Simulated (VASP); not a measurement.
**Ta: relaxation of cell and atoms with LDA**

The system is Ta.

```xyz
1
Lattice="-1.6529 1.6529 1.6529 1.6529 -1.6529 1.6529 1.6529 1.6529 -1.6529" Properties=species:S:1:pos:R:3 pbc="T T T"
Ta    0.0000    0.0000    0.0000
```

- Program: VASP 6.6.1
- Task: relaxation of cell and atoms
- Functional: LDA
- Potentials or basis: VASP PAW LDA potentials, release 64 (Ta_sv_GW)
- Cutoff: 500 eV
- k mesh: 13 × 13 × 13
- Occupations: fermi-dirac, width 0.1 eV
- Spin: no spin polarisation
- Dipole correction: no
- Further INCAR settings: ALGO = Normal; EDIFF = 1e-07; IBRION = 2; EDIFFG = -0.01; NSW = 80; ISIF = 3

The relaxed volume is 17.22 Å³/atom, the relaxed cell is a = 2.818 Å, b = 2.818 Å, c = 2.818 Å, α = 109.47°, β = 109.47°, γ = 109.47° and the space group after relaxing (to 0.1 Å) is Im-3m (No. 229). The energy gained by relaxing is 26.7 meV/atom, the ionic steps are 4 and the pressure after relaxing is 0.0 GPa. The band gap on the k mesh is zero (an odd number of electrons rules out a gap without spin polarisation).

Step by step:
| step | energy change (eV) | largest force (eV/Å) | pressure (GPa) | volume (Å³) |
| --- | --- | --- | --- | --- |
| 1 | 0.0000 | 0.0000 | -9.71 | 18.06 |
| 2 | 0.1368 | 0.0000 | 30.70 | 15.35 |
| 3 | -0.0266 | 0.0000 | -0.42 | 17.25 |
| 4 | -0.0267 | 0.0000 | -0.04 | 17.22 |

Final structure:
```xyz
1
Lattice="-1.6267 1.6267 1.6267 1.6267 -1.6267 1.6267 1.6267 1.6267 -1.6267" Properties=species:S:1:pos:R:3 pbc="T T T"
Ta    0.0000    0.0000    0.0000
```

Levels at points of the mesh, in eV from the Fermi level:
```tsv
k point	band 4	band 5	band 6	band 7	band 8	band 9	band 10
(0.00, 0.00, 0.00)	-32.73	-8.00	0.66	0.66	0.66	4.08	4.08
```

Wall time 19 s on 1 thread of Intel(R) Xeon(R) 6975P-C (Granite Rapids), with other jobs on the host, peak memory 0.15 GiB.

Caveat: spin-orbit coupling is left out, which moves the levels of the heavy elements. LDA usually gives volumes a few per cent too small.
